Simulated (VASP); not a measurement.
Wanted: the native input for a VASP 6.6.1 run.

* Task: single point
* Functional: PBE
* Potentials or basis: VASP PAW PBE potentials, release 64 (In_d, P)
* Cutoff: 520 eV
* k mesh: 6 × 6 × 6
* Occupations: gaussian, width 0.01 eV
* Spin: no spin polarisation
* Dipole correction: no
* Further INCAR settings: ALGO = Normal; EDIFF = 1e-06; NBANDS = 16

The structure of InP lies in POSCAR:

```
InP
1.0
    0.0000000000      2.8501715552      2.8501715552
    2.8501715552      0.0000000000      2.8501715552
    2.8501715552      2.8501715552      0.0000000000
In P
1 1
Direct
    0.0000000000      0.0000000000      0.0000000000
    0.2500000000      0.2500000000      0.2500000000
```

One way to write it, as run:

INCAR

```
SYSTEM = InP
PREC = Accurate
ENCUT = 520
EDIFF = 1E-6
ISMEAR = 0
SIGMA = 0.01
LREAL = .FALSE.
LASPH = .TRUE.
NELM = 80
ALGO = Normal
ISIF = 2
LWAVE = .FALSE.
LCHARG = .FALSE.
GGA = PE
NBANDS = 16
```

KPOINTS

```
Automatic mesh
0
G
  6 6 6
  0 0 0
```

Potentials or basis: VASP PAW PBE potentials, release 64 (In_d, P).

Run with:

```console
$ cat potpaw_PBE.64/In_d/POTCAR potpaw_PBE.64/P/POTCAR > POTCAR
$ mpirun -np 1 vasp_std > vasp.out
```

Results of the run:

```
Pressure               : 10.7 GPa
Band gap on the k mesh : 1.16 eV, direct
```

Caveat: spin-orbit coupling is left out, which moves the levels of the heavy elements.

It took 23 s on 1 thread of Intel(R) Xeon(R) Platinum 8259CL CPU @ 2.50GHz (Skylake/Cascade Lake) (shared host), peak memory 0.16 GiB.
